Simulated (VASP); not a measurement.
# AgIrC4N4 (P-43m) in VASP: a series of runs, part 2 of 2

VASP 6.6.1.

### Step 3. Single point, PBE, collinear spin, ferromagnetic start

This run uses another cell than the first one, of 22.74 Å³/atom, 1.051 times its volume.

INCAR reads:

```
  ALGO = Normal
  EDIFF = 1E-6
  ENCUT = 520
  GGA = PE
  ISIF = 2
  ISMEAR = 0
  ISPIN = 2
  LASPH = T
  LCHARG = F
  LMAXMIX = 4
  LORBIT = 11
  LREAL = F
  LWAVE = F
  MAGMOM = 0 1 0 0 0 0 0 0 0 0
  NBANDS = 43
  NELM = 150
  PREC = Accurate
  SIGMA = 0.1
```

KPOINTS reads:

```
k-points
0
Gamma
  4 4 4
```

POSCAR reads:

```
AgIrC4N4
1.0
    6.1040758750      0.0000000000      0.0000000000
    0.0000000000      6.1040758750      0.0000000000
    0.0000000000      0.0000000000      6.1040758750
Ag Ir C N
1 1 4 4
Direct
    0.0000000000      0.0000000000      0.0000000000
    0.5000000000      0.5000000000      0.5000000000
    0.2025858103      0.2025858103      0.2025858103
    0.2025858103      0.7974141897      0.7974141897
    0.7974141897      0.2025858103      0.7974141897
    0.7974141897      0.7974141897      0.2025858103
    0.3143184189      0.3143184189      0.3143184189
    0.3143184189      0.6856815811      0.6856815811
    0.6856815811      0.3143184189      0.6856815811
    0.6856815811      0.6856815811      0.3143184189
```

Potentials or basis: VASP PAW PBE potentials, release 64 (Ag, Ir, C, N).

Started as:

```bash
$ cat potpaw_PBE.64/Ag/POTCAR potpaw_PBE.64/Ir/POTCAR potpaw_PBE.64/C/POTCAR potpaw_PBE.64/N/POTCAR > POTCAR
$ mpirun -np 1 vasp_std > vasp.out
```

OUTCAR:

```text
EDIFF = 1E-6
   ENCUT = 520
   GGA = PE
   ISIF = 2
   ISMEAR = 0
   ISPIN = 2
   LASPH = T
   LORBIT = 11
   LREAL = F
   NELM = 150
   PREC = Accurate

 ion  position               nearest neighbor table
   1  0.000  0.000  0.000-   3 2.14   4 2.14   5 2.14   6 2.14
   2  0.500  0.500  0.500-   7 1.96   8 1.96   9 1.96  10 1.96
   3  0.203  0.203  0.203-   7 1.18   1 2.14
   4  0.203  0.797  0.797-   8 1.18   1 2.14
   5  0.797  0.203  0.797-   9 1.18   1 2.14
   6  0.797  0.797  0.203-  10 1.18   1 2.14
   7  0.314  0.314  0.314-   3 1.18   2 1.96
   8  0.314  0.686  0.686-   4 1.18   2 1.96
   9  0.686  0.314  0.686-   5 1.18   2 1.96
  10  0.686  0.686  0.314-   6 1.18   2 1.96

  LATTYP: Found a simple cubic cell.
 ALAT       =     6.1040758750

  Lattice vectors:

 A1 = (   6.1040758750,   0.0000000000,   0.0000000000)
 A2 = (   0.0000000000,   6.1040758750,   0.0000000000)
 A3 = (   0.0000000000,   0.0000000000,   6.1040758750)

Analysis of symmetry for initial positions (statically):
=====================================================================
 Subroutine PRICEL returns:
 Original cell was already a primitive cell.

 Routine SETGRP: Setting up the symmetry group for a
 simple cubic supercell.

 Subroutine GETGRP returns: Found 24 space group operations
 (whereof 24 operations were pure point group operations)
 out of a pool of 48 trial point group operations.

The static configuration has the point symmetry T_d .

Analysis of symmetry for dynamics (positions and initial velocities):
=====================================================================
 Subroutine PRICEL returns:
 Original cell was already a primitive cell.

 Routine SETGRP: Setting up the symmetry group for a
 simple cubic supercell.

 Subroutine GETGRP returns: Found 24 space group operations
 (whereof 24 operations were pure point group operations)
 out of a pool of 48 trial point group operations.

The dynamic configuration has the point symmetry T_d .

Analysis of structural, dynamic, and magnetic symmetry:
=====================================================================
 Subroutine PRICEL returns:
 Original cell was already a primitive cell.

 Routine SETGRP: Setting up the symmetry group for a
 simple cubic supercell.

 Subroutine GETGRP returns: Found 24 space group operations
 (whereof 24 operations were pure point group operations)
 out of a pool of 48 trial point group operations.

The overall configuration has the point symmetry T_d .

 Subroutine INISYM returns: Found 24 space group operations
 (whereof 24 operations are pure point group operations),
 and found     1 'primitive' translations

----------------------------------------------------------------------------------------

                                     Primitive cell

  volume of cell :     227.4363

  direct lattice vectors                    reciprocal lattice vectors
     6.104075875  0.000000000  0.000000000     0.163824962  0.000000000  0.000000000
     0.000000000  6.104075875  0.000000000     0.000000000  0.163824962  0.000000000
     0.000000000  0.000000000  6.104075875     0.000000000  0.000000000  0.163824962

  length of vectors
     6.104075875  6.104075875  6.104075875     0.163824962  0.163824962  0.163824962

  position of ions in fractional coordinates (direct lattice)
     0.000000000  0.000000000  0.000000000
[... 100 lines left out ...]
  volume/ion in A,a.u.               =      22.74       153.48
  Fermi-wavevector in a.u.,A,eV,Ry     =   1.026087  1.939024 14.324960  1.052855
  Thomas-Fermi vector in A             =   2.159962
   LORBIT       =     11    0 simple, 1 ext, 2 COOP (PROOUT), +10 PAW based schemes
   GGA     = PE    functional components
   LHFCALC =     F    Hartree Fock is set to
   AEXX    =    0.0000 exact exchange contribution
   IVDW    =     0    specifies the selected vdW correction
   LEPSILON=     F    determine dielectric tensor
   LRPA    =     F    only Hartree local field effects (RPA)
 spin polarized calculation
 Gauss-broadening in eV      SIGMA  =   0.10
  energy-cutoff  :      520.00
  volume of cell :      227.44
 maximum number of plane-waves:      6152
 NGX is ok and might be reduce to    48
   NGX = 23   NGY = 23   NGZ = 23

 number of electron      56.0000000 magnetization       1.9999883

 Free energy of the ion-electron system (eV)
  ---------------------------------------------------
  ext. energy  EPLUGINS =         0.00000000
  ---------------------------------------------------
  free energy    TOTEN  =       -72.60997449 eV

  energy without entropy =      -72.58934202  energy(sigma->0) =      -72.59965825

 E-fermi :  -1.1069     XC(G=0):  -7.0590

 val. band max:       -1.2055787675   @ k =   0.5000   0.5000   0.2500
 cond. band min:      -1.0644564061   @ k =   0.2500   0.2500   0.2500
 fundamental gap:      0.1411223614
 Fermi energy:        -1.1069093073

 spin component 1

 k-point     1 :       0.0000    0.0000    0.0000
  band No.  band energies     occupation
      1     -19.0231      1.00000
      2     -18.8887      1.00000
      3     -18.8887      1.00000
      4     -18.8887      1.00000
      5     -10.2912      1.00000
      6      -9.7131      1.00000
[... 419 lines left out ...]
     39       4.9345      0.00000
     40       6.2289      0.00000
 Fermi energy:        -1.1069093073

 spin component 2

 k-point     1 :       0.0000    0.0000    0.0000
  band No.  band energies     occupation
      1     -18.9183      1.00000
      2     -18.7850      1.00000
      3     -18.7850      1.00000
      4     -18.7850      1.00000
      5     -10.0512      1.00000
      6      -9.3817      1.00000
[... 419 lines left out ...]
     39       5.4452      0.00000
     40       6.3366      0.00000
 [bands above 40 left out]

------------------------ aborting loop because EDIFF is reached ----------------------------------------

  FORCE on cell =-STRESS in cart. coord.  units (eV):
  Direction    XX          YY          ZZ          XY          YZ          ZX
  --------------------------------------------------------------------------------------
  -------------------------------------------------------------------------------------
  Total        0.8190428      0.8190428      0.8190428      0.0000000     -0.0000000     -0.0000000
  in kB        5.7697554      5.7697554      5.7697554      0.0000000     -0.0000000     -0.0000000
  external PRESSURE =       5.7697554 kB  Pullay stress =       0.0000000 kB

 VOLUME and BASIS-vectors are now :
 -----------------------------------------------------------------------------
  energy-cutoff  :      520.00
  volume of cell :      227.44
      direct lattice vectors                 reciprocal lattice vectors
     6.104075875  0.000000000  0.000000000     0.163824962  0.000000000  0.000000000
     0.000000000  6.104075875  0.000000000     0.000000000  0.163824962  0.000000000
     0.000000000  0.000000000  6.104075875     0.000000000  0.000000000  0.163824962

 POSITION                                       TOTAL-FORCE (eV/Angst)
 -----------------------------------------------------------------------------------
      0.00000      0.00000      0.00000         0.000000     -0.000000     -0.000000
      3.05204      3.05204      3.05204         0.000000     -0.000000     -0.000000
      1.23660      1.23660      1.23660        -0.160027     -0.160027     -0.160027
      1.23660      4.86748      4.86748        -0.160027      0.160027      0.160027
      4.86748      1.23660      4.86748         0.160027     -0.160027      0.160027
      4.86748      4.86748      1.23660         0.160027      0.160027     -0.160027
      1.91862      1.91862      1.91862         0.116616      0.116616      0.116616
      1.91862      4.18545      4.18545         0.116616     -0.116616     -0.116616
      4.18545      1.91862      4.18545        -0.116616      0.116616     -0.116616
      4.18545      4.18545      1.91862        -0.116616     -0.116616      0.116616
 -----------------------------------------------------------------------------------
    total drift:                                0.000000      0.000000     -0.000000

  FREE ENERGIE OF THE ION-ELECTRON SYSTEM (eV)
  ---------------------------------------------------
  free  energy   TOTEN  =       -72.6099744912 eV

  energy  without entropy=      -72.5893420174  energy(sigma->0) =      -72.59965825

 total charge

# of ion       s       p       d       tot
------------------------------------------
    1        0.396   0.506   9.047   9.949
    2        0.607   0.757   6.897   8.260
    3        0.970   1.538   0.000   2.507
    4        0.970   1.538   0.000   2.507
    5        0.970   1.538   0.000   2.507
    6        0.970   1.538   0.000   2.507
    7        1.289   2.609   0.000   3.898
    8        1.289   2.609   0.000   3.898
    9        1.289   2.609   0.000   3.898
   10        1.289   2.609   0.000   3.898
--------------------------------------------------
tot         10.036  17.848  15.944  43.828

 magnetization (x)

# of ion       s       p       d       tot
------------------------------------------
    1        0.001  -0.003  -0.022  -0.024
    2        0.012   0.153   1.144   1.309
    3        0.005   0.051   0.000   0.056
    4        0.005   0.051   0.000   0.056
    5        0.005   0.051   0.000   0.056
    6        0.005   0.051   0.000   0.056
    7        0.012   0.020   0.000   0.032
    8        0.012   0.020   0.000   0.032
    9        0.012   0.020   0.000   0.032
   10        0.012   0.020   0.000   0.032
--------------------------------------------------
tot          0.081   0.434   1.122   1.637
```

Run time: 5.2 min. Hardware: 1 thread of Oxide Virtual Turin-like, shared host; peak memory 0.47 GiB.

What came out:

```yaml
Free_energy: -72.6100 eV
Pressure: 0.6 GPa
Largest_force: 0.277 eV/Å
Band_gap_on_the_k_mesh: zero (filled and empty bands overlap)
Net_moment: 2.00 μB per cell
Site_moments: Ag -0.02; Ir +1.31; C +0.06; N +0.03 μB
Valence_electrons_inside_the_program's_atomic_spheres: Ag 9.95; Ir 8.26; C 2.51; N 3.90
```

Forces in eV/Å, atoms in the order of the input:
```
Ag   0.000  0.000  0.000
Ir   0.000  0.000  0.000
C   -0.160 -0.160 -0.160
C   -0.160  0.160  0.160
C    0.160 -0.160  0.160
C    0.160  0.160 -0.160
N    0.117  0.117  0.117
N    0.117 -0.117 -0.117
N   -0.117  0.117 -0.117
N   -0.117 -0.117  0.117
```

Levels at points of the mesh, in eV from the Fermi level:
Spin up:
| k point | band 26 | band 27 | band 28 | band 29 | band 30 | band 31 | band 32 | band 33 |
| --- | --- | --- | --- | --- | --- | --- | --- | --- |
| (0.00, 0.00, 0.00) | -1.14 | -1.14 | -0.38 | -0.38 | -0.38 | 4.62 | 4.62 | 4.62 |
| (0.50, 0.00, 0.00) | -1.46 | -0.79 | -0.20 | 0.11 | 0.11 | 4.26 | 4.26 | 4.58 |
| (0.50, 0.50, 0.00) | -1.42 | -0.82 | -0.22 | 0.07 | 0.07 | 4.27 | 4.27 | 4.65 |
| (0.50, 0.50, 0.50) | -1.13 | -1.13 | -0.32 | -0.32 | -0.32 | 4.64 | 4.64 | 4.64 |
Spin down:
| k point | band 24 | band 25 | band 26 | band 27 | band 28 | band 29 | band 30 | band 31 |
| --- | --- | --- | --- | --- | --- | --- | --- | --- |
| (0.00, 0.00, 0.00) | -1.12 | -1.12 | -1.02 | -1.02 | 0.48 | 0.48 | 0.48 | 4.87 |
| (0.50, 0.00, 0.00) | -1.28 | -1.28 | -1.10 | -0.62 | 0.67 | 0.84 | 0.84 | 4.41 |
| (0.50, 0.50, 0.00) | -1.27 | -1.27 | -1.05 | -0.66 | 0.64 | 0.83 | 0.83 | 4.37 |
| (0.50, 0.50, 0.50) | -1.10 | -1.10 | -0.89 | -0.89 | 0.56 | 0.56 | 0.56 | 4.82 |

Caveat: spin-orbit coupling is left out, which moves the levels of the heavy elements.
